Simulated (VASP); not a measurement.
A run of VASP 6.6.1:

The input INCAR:

```
SYSTEM = BiB
ALGO = Normal ; EDIFF = 1E-7
ENCUT = 520 ; GGA = PE
ISIF = 2 ; ISMEAR = -1
LASPH = .TRUE. ; LCHARG = .TRUE.
LELF = .TRUE. ; LREAL = .FALSE.
LVHAR = .TRUE. ; LWAVE = .FALSE.
NBANDS = 16 ; NELM = 80
PREC = Accurate ; SIGMA = 0.02
```

KPOINTS

```
k-points
0
G
  8 8 8
  0 0 0
```

File POSCAR:

```
BiB
1.0
    3.3701290668      0.0000000000      0.0000000000
    0.0000000000      3.3701290668      0.0000000000
    0.0000000000      0.0000000000      3.3701290668
B Bi
1 1
Direct
    0.0000000000      0.0000000000      0.0000000000
    0.5000000000      0.5000000000      0.5000000000
```

Potentials or basis: VASP PAW PBE potentials, release 64 (B, Bi_d).

Command:

```sh
$ cat potpaw_PBE.64/B/POTCAR potpaw_PBE.64/Bi_d/POTCAR > POTCAR
$ mpirun -np 1 vasp_std > vasp.out
```

Hardware: 1 thread of Intel(R) Xeon(R) Platinum 8375C CPU @ 2.90GHz (Ice Lake), on a shared host.

Question: Estimate the wall time of this run.

Answer: Wall time 16 s on 1 thread of Intel(R) Xeon(R) Platinum 8375C CPU @ 2.90GHz (Ice Lake), with other jobs on the host, peak memory 0.16 GiB. Counts: scf iterations 13, k points 35.
